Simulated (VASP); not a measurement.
# W (Im-3m) in VASP: settings compared

Aim: see how the results for W move with the level of theory and the settings. Levels: PBEsol, PBE, LDA. Tasks: single point.

Everything below comes from runs of VASP 6.6.1. Logs are shortened: lines on timing, memory, paths and dates and some standing lists are left out, and cuts for length are marked.

**1. The cell of the first run**

The structure is cubic, space group Im-3m (No. 229). Conventional cell: a = 3.170 Å, b = 3.170 Å, c = 3.170 Å, α = 90.00°, β = 90.00°, γ = 90.00°. Within 3.6 Å of W (site symmetry m-3m) lie 14 W at 2.75 to 3.17 Å.

**2. Single point, PBEsol**

INCAR reads:

```
ALGO = Normal
EDIFF = 1E-6
ENCUT = 500
GGA = PS
GGA_COMPAT = F
ISIF = 2
ISMEAR = 0
LASPH = T
LCHARG = F
LREAL = F
LWAVE = F
NBANDS = 13
NELM = 120
PREC = Accurate
SIGMA = 0.1
```

KPOINTS reads:

```
k-points
0
Gamma
  4 4 4
```

POSCAR reads:

```
W
1.0
   -1.5851577801      1.5851577801      1.5851577801
    1.5851577801     -1.5851577801      1.5851577801
    1.5851577801      1.5851577801     -1.5851577801
W
1
Direct
    0.0000000000      0.0000000000      0.0000000000
```

Potentials or basis: VASP PAW PBE potentials, release 64 (W_sv).

Command:

```console
cat potpaw_PBE.64/W_sv/POTCAR > POTCAR
mpirun -np 1 vasp_std > vasp.out
```

OUTCAR:

```text
EDIFF = 1E-6
   ENCUT = 500
   GGA = PS
   ISIF = 2
   ISMEAR = 0
   LASPH = T
   LREAL = F
   NELM = 120
   PREC = Accurate

 ion  position               nearest neighbor table
   1  0.000  0.000  0.000-

  LATTYP: Found a body centered cubic cell.
 ALAT       =     3.1703155602

  Lattice vectors:

 A1 = (  -1.5851577801,   1.5851577801,   1.5851577801)
 A2 = (   1.5851577801,  -1.5851577801,   1.5851577801)
 A3 = (   1.5851577801,   1.5851577801,  -1.5851577801)

Analysis of symmetry for initial positions (statically):
=====================================================================
 Subroutine PRICEL returns:
 Original cell was already a primitive cell.

 Routine SETGRP: Setting up the symmetry group for a
 body centered cubic supercell.

 Subroutine GETGRP returns: Found 48 space group operations
 (whereof 48 operations were pure point group operations)
 out of a pool of 48 trial point group operations.

The static configuration has the point symmetry O_h .

Analysis of symmetry for dynamics (positions and initial velocities):
=====================================================================
 Subroutine PRICEL returns:
 Original cell was already a primitive cell.

 Routine SETGRP: Setting up the symmetry group for a
 body centered cubic supercell.

 Subroutine GETGRP returns: Found 48 space group operations
 (whereof 48 operations were pure point group operations)
 out of a pool of 48 trial point group operations.

The dynamic configuration has the point symmetry O_h .

 Subroutine INISYM returns: Found 48 space group operations
 (whereof 48 operations are pure point group operations),
 and found     1 'primitive' translations

----------------------------------------------------------------------------------------

                                     Primitive cell

  volume of cell :      15.9323

  direct lattice vectors                    reciprocal lattice vectors
    -1.585157780  1.585157780  1.585157780     0.000000000  0.315426014  0.315426014
     1.585157780 -1.585157780  1.585157780     0.315426014  0.000000000  0.315426014
     1.585157780  1.585157780 -1.585157780     0.315426014  0.315426014  0.000000000

  length of vectors
     2.745573813  2.745573813  2.745573813     0.446079747  0.446079747  0.446079747

  position of ions in fractional coordinates (direct lattice)
     0.000000000  0.000000000  0.000000000

  ion indices of the primitive-cell ions
   primitive index   ion index
                 1           1

----------------------------------------------------------------------------------------

[... 63 lines left out ...]
   NELECT =      14.0000    total number of electrons
   NUPDOWN=      -1.0000    fix difference up-down
   EMIN   =  10.00;   EMAX   =-10.00  energy-range for DOS
   EFERMI =   0.00;   METHOD = LEGACY
   ISMEAR =     0;   SIGMA  =   0.10  broadening in eV -4-tet -1-fermi 0-gaus
   EFERMI_NEDOS =   21; number of points for ismear=-14 and -15
   IALGO  =     38    algorithm
   IMIX   =      4    mixing-type and parameters
     AMIX     =   0.40;   BMIX     =  1.00
     AMIX_MAG =   1.60;   BMIX_MAG =  1.00
  volume/ion in A,a.u.               =      15.93       107.52
  Fermi-wavevector in a.u.,A,eV,Ry     =   1.568044  2.963174 33.453504  2.458763
  Thomas-Fermi vector in A             =   2.670134
   LORBIT       =      0    0 simple, 1 ext, 2 COOP (PROOUT), +10 PAW based schemes
   GGA     = PS    functional components
   LHFCALC =     F    Hartree Fock is set to
   AEXX    =    0.0000 exact exchange contribution
   IVDW    =     0    specifies the selected vdW correction
   LEPSILON=     F    determine dielectric tensor
   LRPA    =     F    only Hartree local field effects (RPA)
 non-spin polarized calculation
 Gauss-broadening in eV      SIGMA  =   0.10
  energy-cutoff  :      500.00
  volume of cell :       15.93
 maximum number of plane-waves:       420
   NGX =  9   NGY =  9   NGZ =  9

 number of electron      14.0000003 magnetization

 Free energy of the ion-electron system (eV)
  ---------------------------------------------------
  ext. energy  EPLUGINS =         0.00000000
  ---------------------------------------------------
  free energy    TOTEN  =       -13.64582777 eV

  energy without entropy =      -13.64582649  energy(sigma->0) =      -13.64582713

 E-fermi :  11.0451     XC(G=0): -13.7134

 val. band max:       10.7335139885   @ k =  -0.2500   0.2500   0.2500
 cond. band min:      11.3567186817   @ k =   0.5000   0.5000   0.2500
 fundamental gap:      0.6232046932
 Fermi energy:        11.0451160555

 k-point     1 :       0.0000    0.0000    0.0000
  band No.  band energies     occupation
      1     -62.8097      2.00000
      2     -26.3883      2.00000
      3     -26.3883      2.00000
      4     -26.3883      2.00000
      5       1.5698      2.00000
      6      10.0496      2.00000
      7      10.0496      2.00000
      8      10.0496      2.00000
      9      13.4787      0.00000
     10      13.4787      0.00000
     11      25.7139      0.00000
     12      25.7139      0.00000
     13      25.7139      0.00000
[... 98 lines left out ...]
  band No.  band energies     occupation
      1     -62.5787      2.00000
      2     -27.2848      2.00000
      3     -27.2848      2.00000
      4     -27.2848      2.00000
      5       5.4039      2.00000
      6       5.4039      2.00000
      7      16.4396      0.00000
      8      16.4396      0.00000
      9      16.4396      0.00000
     10      19.4248      0.00000
     11      19.4248      0.00000
     12      19.4248      0.00000
     13      27.2344      0.00000

------------------------ aborting loop because EDIFF is reached ----------------------------------------

  FORCE on cell =-STRESS in cart. coord.  units (eV):
  Direction    XX          YY          ZZ          XY          YZ          ZX
  --------------------------------------------------------------------------------------
  -------------------------------------------------------------------------------------
  Total       -0.5202031     -0.5202031     -0.5202031     -0.0000000      0.0000000     -0.0000000
  in kB      -52.3125652    -52.3125652    -52.3125652     -0.0000000      0.0000000     -0.0000000
  external PRESSURE =     -52.3125652 kB  Pullay stress =       0.0000000 kB

 VOLUME and BASIS-vectors are now :
 -----------------------------------------------------------------------------
  energy-cutoff  :      500.00
  volume of cell :       15.93
      direct lattice vectors                 reciprocal lattice vectors
    -1.585157780  1.585157780  1.585157780     0.000000000  0.315426014  0.315426014
     1.585157780 -1.585157780  1.585157780     0.315426014  0.000000000  0.315426014
     1.585157780  1.585157780 -1.585157780     0.315426014  0.315426014  0.000000000

 POSITION                                       TOTAL-FORCE (eV/Angst)
 -----------------------------------------------------------------------------------
      0.00000      0.00000      0.00000        -0.000000     -0.000000      0.000000
 -----------------------------------------------------------------------------------
    total drift:                                0.000000     -0.000000      0.000000

  FREE ENERGIE OF THE ION-ELECTRON SYSTEM (eV)
  ---------------------------------------------------
  free  energy   TOTEN  =       -13.6458277712 eV

  energy  without entropy=      -13.6458264870  energy(sigma->0) =      -13.64582713
```

OSZICAR:

```text
N       E                     dE             d eps       ncg     rms          rms(c)
DAV:   1     0.854746298175E+02    0.85475E+02   -0.71762E+03   208   0.117E+03
DAV:   2    -0.122702387584E+02   -0.97745E+02   -0.93543E+02   238   0.313E+02
DAV:   3    -0.142359551795E+02   -0.19657E+01   -0.19582E+01   233   0.421E+01
DAV:   4    -0.142435721006E+02   -0.76169E-02   -0.76168E-02   213   0.292E+00
DAV:   5    -0.142436284125E+02   -0.56312E-04   -0.56313E-04   228   0.241E-01    0.213E+01
DAV:   6    -0.137764468223E+02    0.46718E+00   -0.37966E-01   218   0.809E+00    0.870E+00
DAV:   7    -0.136506636609E+02    0.12578E+00   -0.19676E-01   218   0.556E+00    0.575E-01
DAV:   8    -0.136458251105E+02    0.48386E-02   -0.39038E-03   213   0.833E-01    0.747E-02
DAV:   9    -0.136458296028E+02   -0.44923E-05   -0.55017E-05   228   0.870E-02    0.569E-02
DAV:  10    -0.136458276519E+02    0.19509E-05   -0.88911E-06   218   0.416E-02    0.851E-03
DAV:  11    -0.136458277712E+02   -0.11928E-06   -0.20649E-07   124   0.546E-03
   1 F= -.13645828E+02 E0= -.13645827E+02  d E =-.128417E-05
```

It took 3.2 s on 1 thread of Intel Xeon 8259CL, shared host; peak memory 0.12 GiB.

Results:

```yaml
Free_energy: -13.6458 eV
Pressure: -5.2 GPa
Band_gap_on_the_k_mesh: zero (band 7 reaches 16.44 eV, above the bottom of band 8 at 10.05 eV)
```

Levels at points of the mesh, in eV from the Fermi level:
```csv
k point,band 5,band 6,band 7,band 8,band 9,band 10
"(0.00, 0.00, 0.00)",-9.48,-1.00,-1.00,-1.00,2.43,2.43
"(0.50, 0.00, 0.00)",-6.08,-3.34,0.83,2.34,3.32,6.38
"(0.50, 0.50, 0.50)",-5.64,-5.64,5.39,5.39,5.39,8.38
```

Caveat: the k points lie up to 0.70 Å⁻¹ apart; the PAW data sets were made with another functional, which shifts forces and pressure a little; spin-orbit coupling is left out, which moves the levels of the heavy elements.

[end of part 1 of 2]
